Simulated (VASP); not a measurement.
Here is a VASP 6.6.1 calculation.

The input INCAR:

```
ALGO = Normal ; EDIFF = 1E-7
EDIFFG = -0.08 ; ENCUT = 500
GGA = PE ; GGA_COMPAT = F
IBRION = 2 ; ISIF = 3
ISMEAR = 0 ; LASPH = T
LCHARG = F ; LREAL = F
LWAVE = F ; NELM = 120
NELMIN = 4 ; NSW = 36
PREC = Accurate ; SIGMA = 0.15
```

KPOINTS

```
k-points
0
Gamma
  3 3 3
```

Contents of POSCAR:

```
GaAsSe3
1.0
    4.6801564100      0.0000000000      0.0000000000
    0.0000000000      4.6801564100      0.0000000000
    0.0000000000      0.0000000000      5.1703458200
Ga As Se
1 1 3
Direct
    0.5000000000      0.5000000000      0.5825144600
    0.0000000000      0.0000000000      0.1235879500
    0.0000000000      0.5000000000      0.4941576400
    0.5000000000      0.0000000000      0.4941576400
    0.5000000000      0.5000000000      0.9957823200
```

Potentials or basis: VASP PAW PBE potentials, release 64 (Ga_d, As, Se).

Run with:

```sh
$ cat potpaw_PBE.64/Ga_d/POTCAR potpaw_PBE.64/As/POTCAR potpaw_PBE.64/Se/POTCAR > POTCAR
$ mpirun -np 1 vasp_std > vasp.out
```

(1) What does it give for the band gap on the k mesh?

(2) What does it give for the space group after relaxing (to 0.1 Å)?

(3) Predict the relaxed cell.

(4) What does it give for the relaxed volume?

Results:

(1) zero (bands 18 and 19 overlap by 0.65 eV).

(2) P4mm (No. 99).

(3) a = 4.763 Å, b = 4.763 Å, c = 5.846 Å, α = 90.00°, β = 90.00°, γ = 90.00°.

(4) 26.53 Å³/atom.

Caveat: the k points lie up to 0.44 Å⁻¹ apart in the final cell, too coarse for converged energies and pressures of a metal; the volume moved by over 15 % at a fixed basis, so the end points are rough.
